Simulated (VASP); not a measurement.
Write the native input for VASP 6.6.1 that does the following.

```yaml
Task: single point
Functional: PBEsol
Potentials_or_basis: VASP PAW PBE potentials, release 64 (Sn_d, O)
Cutoff: 520 eV
k_mesh: 6 × 6 × 6
Occupations: gaussian, width 0.01 eV
Spin: no spin polarisation
Dipole_correction: no
Further_INCAR_settings: ALGO = Normal; EDIFF = 1e-06; NBANDS = 20
```

The structure of SnO2 lies in POSCAR:

```
SnO2
1.0
    1.6170930000      0.9336290000      4.8005930000
   -1.6170930000      0.9336290000      4.8005930000
    0.0000000000     -1.8672580000      4.8005930000
Sn O
1 2
Direct
    0.5000000000      0.5000000000      0.5000000000
    0.2371700000      0.2371700000      0.2371700000
    0.7628300000      0.7628300000      0.7628300000
```

The input as run:

INCAR

```
PREC = Accurate
ENCUT = 520
EDIFF = 1E-6
ISMEAR = 0
SIGMA = 0.01
LREAL = False
LASPH = True
NELM = 60
ALGO = Normal
ISIF = 2
LWAVE = False
LCHARG = False
GGA = PS
NBANDS = 20
```

KPOINTS

```
regular mesh
0
Gamma
  6 6 6
```

Potentials or basis: VASP PAW PBE potentials, release 64 (Sn_d, O).

Launch:

```bash
$ cat potpaw_PBE.64/Sn_d/POTCAR potpaw_PBE.64/O/POTCAR > POTCAR
$ mpirun -np 1 vasp_std > vasp.out
```

Results of the run:

```yaml
Pressure: -4.6 GPa
Largest_force: 0.347 eV/Å
Band_gap_on_the_k_mesh: 1.85 eV, indirect (least direct gap 1.97 eV)
```

Caveat: the PAW data sets were made with another functional, which shifts forces and pressure a little; spin-orbit coupling is left out, which moves the levels of the heavy elements.

It took 48 s on 1 thread of AMD EPYC 7R43 64-Core Processor (Zen 3), with other jobs on the host, peak memory 0.2 GiB.
